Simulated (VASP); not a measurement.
**Sr: electric field gradients with LDA**

Crystal: Sr.

```
Sr
1.0
     4.22380    0.00000    0.00000
    -2.11190    3.65792    0.00000
     0.00000    0.00000    7.05000
Sr
2
Direct
  0.33333 0.66667 0.25000
  0.66667 0.33333 0.75000
```

This cell differs from its parent crystal: equal xx and yy strain of -2 %.

```json
{"Program": "VASP 6.6.1", "Task": "electric field gradients", "Functional": "LDA", "Potentials or basis": "VASP PAW LDA potentials, release 64 (Sr_sv)", "Cutoff": "520 eV", "k mesh": "10 × 10 × 5", "Occupations": "fermi-dirac, width 0.08 eV", "Spin": "no spin polarisation", "Dipole correction": "no", "Further INCAR settings": "ALGO = Normal; EDIFF = 1e-08; NBANDS = 17"}
```

```json
{"Pressure": "-1.2 GPa", "Band gap on the k mesh": "zero (band 10 reaches 1.59 eV, above the bottom of band 11 at 1.45 eV)"}
```

Stress tensor (GPa, compression positive):
```
-1.10  0.00  0.00
 0.00 -1.10  0.00
 0.00  0.00 -1.43
```

Levels at points of the mesh, in eV from the Fermi level:
| k point | band 6 | band 7 | band 8 | band 9 | band 10 | band 11 | band 12 | band 13 | band 14 | band 15 |
| --- | --- | --- | --- | --- | --- | --- | --- | --- | --- | --- |
| (0.00, 0.00, 0.00) | -18.42 | -18.41 | -18.41 | -3.67 | -1.25 | 0.07 | 2.11 | 2.25 | 2.25 | 2.62 |
| (0.50, 0.00, 0.00) | -18.49 | -18.46 | -18.45 | -1.11 | -0.50 | 0.04 | 0.24 | 1.27 | 1.80 | 2.19 |

Electric field gradients, principal values (V/Å²):
| atom | least | middle | greatest (by size) |
| --- | --- | --- | --- |
| 1 Sr | 3.447 | 3.447 | -6.894 |
| 2 Sr | 3.447 | 3.447 | -6.894 |

It took 2.3 min on 1 thread of Oxide Virtual Turin-like Processor, on a shared host, peak memory 0.18 GiB.

Caveat: the cell differs from its parent crystal (equal xx and yy strain of -2 %); without QUAD_EFG the Cq values of the log hold for a quadrupole moment of 1 mb, not for the nuclei.
